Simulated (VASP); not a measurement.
NbAs:

```
Nb As
1.0
    -1.72585    1.72585    5.84000
     1.72585   -1.72585    5.84000
     1.72585    1.72585   -5.84000
Nb As
2 2
Direct
  0.50000 0.00000 0.50000
  0.75000 0.75000 0.00000
  0.91600 0.41600 0.50000
  0.16600 0.16600 0.00000
```

- Program: VASP 6.6.1
- Task: relaxation of cell and atoms
- Functional: PBEsol
- Potentials or basis: VASP PAW PBE potentials, release 64 (Nb_sv, As)
- Cutoff: 600 eV
- k mesh: 11 × 11 × 11
- Occupations: fermi-dirac, width 0.05 eV
- Spin: no spin polarisation

At the start: pressure -2.2 GPa; volume 17.39 Å³/atom.

Question: How do energy, volume and symmetry change on relaxing?

Answer: Over 9 steps the energy falls by 3.6 meV/atom and the volume is 17.16 Å³/atom (-1.3 %); space group I4_1md (No. 109, to 0.1 Å) before and after.

The path:
```tsv
step	energy change (eV)	largest force (eV/Å)	pressure (GPa)	volume (Å³)
1	0.0000	0.2899	-2.18	69.58
2	0.0064	0.0402	4.15	67.22
3	-0.0114	0.1495	0.51	68.51
4	-0.0138	0.0229	-0.17	68.75
5	-0.0138	0.0030	-0.14	68.72
6	-0.0144	0.0063	0.05	68.64
7	-0.0144	0.0075	0.11	68.60
8	-0.0144	0.0021	-0.15	68.70
9	-0.0144	0.0033	-0.01	68.65
```

Final structure:
```
Nb As
1.0
    -1.72053    1.72053    5.79728
     1.72053   -1.72053    5.79728
     1.72053    1.72053   -5.79728
Nb As
2 2
Direct
  0.49871 0.99871 0.50000
  0.74871 0.74871 0.00000
  0.91729 0.41729 0.50000
  0.16729 0.16729 0.00000
```

Caveat: the PAW data sets were made with another functional, which shifts forces and pressure a little.
